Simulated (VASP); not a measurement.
Si2W: single point with PBE

The system is Si2W.

```
Si W
1.0
    -1.61134    1.61134    3.95309
     1.61134   -1.61134    3.95309
     1.61134    1.61134   -3.95309
Si W
2 1
Direct
  0.33300 0.33300 0.00000
  0.66700 0.66700 0.00000
  0.00000 0.00000 0.00000
```

```yaml
Program: VASP 6.6.1
Task: single point
Functional: PBE
Potentials_or_basis: VASP PAW PBE potentials, release 64 (Si, W_sv)
Cutoff: 520 eV
k_mesh: 11 × 11 × 14
Occupations: fermi-dirac, width 0.05 eV
Spin: no spin polarisation
```

| Quantity | Value |
| --- | --- |
| Pressure | -0.5 GPa |
| Largest force | 0.231 eV/Å |
| Band gap on the k mesh | zero (bands 11 and 12 overlap by 1.23 eV) |

Forces on the atoms (eV/Å):
```
Si  -0.001 -0.001  0.231
Si   0.001  0.001 -0.231
W    0.000  0.000  0.000
```

Stress tensor (GPa, compression positive):
```
 0.44  0.05  0.00
 0.05  0.44  0.00
 0.00  0.00 -2.38
```

Levels at points of the mesh, in eV from the Fermi level:
```tsv
k point	band 8	band 9	band 10	band 11	band 12	band 13	band 14	band 15
(0.00, 0.00, 0.00)	-3.25	-2.84	-2.84	0.65	2.59	2.90	3.14	3.14
(0.00, 0.00, 0.50)	-5.58	-5.02	-3.25	-1.71	2.57	2.93	3.06	3.70
```

Run time: 7.8 min on 1 thread of AMD EPYC 9R45 96-Core Processor (Zen 5), on a shared host, peak memory 0.65 GiB.

Caveat: spin-orbit coupling is left out, which moves the levels of the heavy elements.
